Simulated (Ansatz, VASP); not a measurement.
**HgTe: VASP beside Ansatz**

```
Hg Te
1.0
     0.00000    3.12679    3.12679
     3.12679    0.00000    3.12679
     3.12679    3.12679    0.00000
Hg Te
1 1
Direct
  0.00000 0.00000 0.00000
  0.75000 0.75000 0.75000
```

Change from the starting cell: strain -0.030 along x and y, -0.030 along z, atoms carried along.

Alike in both runs: task single point; functional PBEsol; k mesh 14 × 14 × 14; occupations gaussian, width 0.15 eV; no spin polarisation.

|  | VASP | Ansatz |
| --- | --- | --- |
| version | VASP 6.6.1 | Ansatz 0.2.0 |
| potentials or method | VASP PAW PBE potentials, release 64 (Hg, Te), cutoff 520 eV | scalar-relativistic, plane waves, PAW |
| valence electrons in the cell | 18 | 36 |

```tsv
	VASP	Ansatz	Ansatz less VASP
gap on the k mesh at the Fermi level (eV)	none	none	-
pressure (GPa)	7.1	6.9	-0.20
```

VASP's potentials were made for PBE, not for PBEsol. A gap of «none» marks a metal or a gap that the smearing closes. VASP's potentials hold 18 valence electrons a cell and Ansatz's 36, so a difference there can come from the potentials and not from the codes.

Spin-orbit coupling is off throughout.
